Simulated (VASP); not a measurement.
A run of VASP 6.6.1 is set up as follows.

File INCAR:

```
SYSTEM = LiTi12
ALGO = Normal
EDIFF = 1E-7
ENCUT = 520
GGA = PS
ISIF = 2
ISMEAR = 0
LASPH = .True.
LCHARG = .False.
LREAL = .False.
LWAVE = .False.
NBANDS = 86
NELM = 60
PREC = Accurate
SIGMA = 0.05
```

Contents of KPOINTS:

```
k-points
0
Gamma
  3 2 4
  0 0 0
```

File POSCAR:

```
LiTi12
1.0
    5.9000000000      0.0000000000      0.0000000000
   -4.4250000000      7.6643250000      0.0000000000
    0.0000000000      0.0000000000      4.6846000000
Ti Li
12 1
Direct
    0.0047457280      0.0162781458      0.0265134697
    0.1567229429      0.2168509295      0.5186154634
    0.0111069364      0.3393719603      0.0279567092
    0.1747598647      0.5657708931      0.5612464245
    0.0106246892      0.6555104331      0.0596503437
    0.2266883785      0.9219295894      0.4425980874
    0.4982378460     -0.0022252449     -0.0574014857
    0.6774870503      0.2296448807      0.4746759595
    0.4942873537      0.3224794095     -0.0160459804
    0.6278407257      0.5056719281      0.4737298809
    0.4779085689      0.6560525552      0.0599906075
    0.6451480655      0.9164435224      0.4454664219
    0.8306117508      0.7717541988      0.6567824361
```

Potentials or basis: VASP PAW PBE potentials, release 64 (Ti_sv, Li_sv).

Run with:

```console
$ cat potpaw_PBE.64/Ti_sv/POTCAR potpaw_PBE.64/Li_sv/POTCAR > POTCAR
$ mpirun -np 1 vasp_std > vasp.out
```

Question: What does it give for the band gap on the k mesh?

Answer: Zero (an odd number of electrons rules out a gap without spin polarisation).

Question: What does it give for the largest force?

Answer: 0.121 eV/Å.

Forces on the atoms (eV/Å):
```
Ti   0.005  0.045  0.015
Ti  -0.005  0.013 -0.006
Ti   0.002 -0.001  0.008
Ti  -0.008  0.007  0.030
Ti   0.019 -0.014  0.034
Ti   0.014 -0.009 -0.032
Ti  -0.007 -0.023 -0.041
Ti  -0.017 -0.018 -0.043
Ti   0.014  0.022 -0.036
Ti   0.009 -0.001 -0.050
Ti  -0.023 -0.026  0.035
Ti  -0.004  0.003 -0.036
Li   0.001  0.001  0.121
```

Caveat: the k points lie up to 0.41 Å⁻¹ apart, too coarse for converged energies and pressures of a metal; the PAW data sets were made with another functional, which shifts forces and pressure a little.
